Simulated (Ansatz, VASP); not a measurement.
# Two plane-wave programs on Rh

POSCAR

```
Rh
1.0
    2.7939444905      0.0000000000      0.0000000000
   -1.3969722452      2.4196269056      0.0000000000
    0.0000000000      0.0000000000      9.1174781672
Rh
4
Direct
    0.0000000000      1.0000000000      0.0000000000
    0.0000000000      1.0000000000      0.5000000000
    0.3333333333      0.6666666667      0.2500000000
    0.6666666667      0.3333333333      0.7500000000
```

File INCAR.step1:

```
SYSTEM = Rh
PREC = Accurate
ENCUT = 520
ISMEAR = -1
SIGMA = 0.1
LREAL = .FALSE.
LASPH = .TRUE.
NELM = 100
NBANDS = 38
GGA = PE
ALGO = Normal
EDIFF = 1E-4
LWAVE = .TRUE.
LCHARG = .FALSE.
```

The input INCAR.step2:

```
SYSTEM = Rh
PREC = Accurate
ENCUT = 520
EDIFF = 1E-7
ISMEAR = -1
SIGMA = 0.1
LREAL = .FALSE.
LASPH = .TRUE.
NELM = 100
ALGO = Normal
ISIF = 2
LWAVE = .FALSE.
LCHARG = .TRUE.
METAGGA = R2SCAN
LMIXTAU = .TRUE.
LELF = .TRUE.
LVHAR = .TRUE.
NBANDS = 38
ISTART = 1
```

File KPOINTS:

```
Automatic mesh
0
G
  15 15 4
  0 0 0
```

Input for Ansatz:

```yaml
crystal:
  lattice:
    - [2.7939444905, 0.0, 0.0]
    - [-1.3969722452, 2.4196269056, 0.0]
    - [0.0, 0.0, 9.1174781672]
  atoms:
    - { symbol: Rh, position: [0.0, 1.0, 0.0] }
    - { symbol: Rh, position: [0.0, 1.0, 0.5] }
    - { symbol: Rh, position: [0.3333333333, 0.6666666667, 0.25] }
    - { symbol: Rh, position: [0.6666666667, 0.3333333333, 0.75] }
hamiltonian:
  xc: r2scan
  pseudopotentials:
    kind: paw
    azcp:
      Rh: "pseudopotentials/Rh.paw.azcp"
basis:
  ecutwfc: 500
  fft_grid_basis: typed
kpoints:
  mp_grid: { grid: [15, 15, 4], shift: [0, 0, 0] }
magnetization:
  spin_polarized: false
scf:
  occupations: { method: fermi_dirac, width: 0.1 }
  lower_state_search: "off"
output:
  stress: true
  write_density: true
  write_potential: true
  elf: true
  volumetric_format: npy
```

Alike in both runs: task single point; functional r2SCAN; k mesh 15 × 15 × 4; occupations fermi-dirac, width 0.1 eV; no spin polarisation.

```csv
,VASP,Ansatz
version,VASP 6.6.1,Ansatz 0.2.0
potentials or method,"VASP PAW PBE potentials, release 64 (Rh_pv), cutoff 520 eV","plane waves (500 eV) with PAW, scalar-relativistic"
valence electrons in the cell,60,68
```

```tsv
	VASP	Ansatz	Ansatz less VASP
pressure (GPa)	-22.8	-23.4	-0.68
traceless stress, the component that is largest in VASP (GPa)	-0.16	-0.15	+0.011
```

VASP's potentials were made for PBE, not for r2SCAN. The functional is the same, so the differences come from potentials, cutoffs and numerics. VASP's potentials hold 60 valence electrons a cell and Ansatz's 68, so a difference there can come from the potentials and not from the codes.
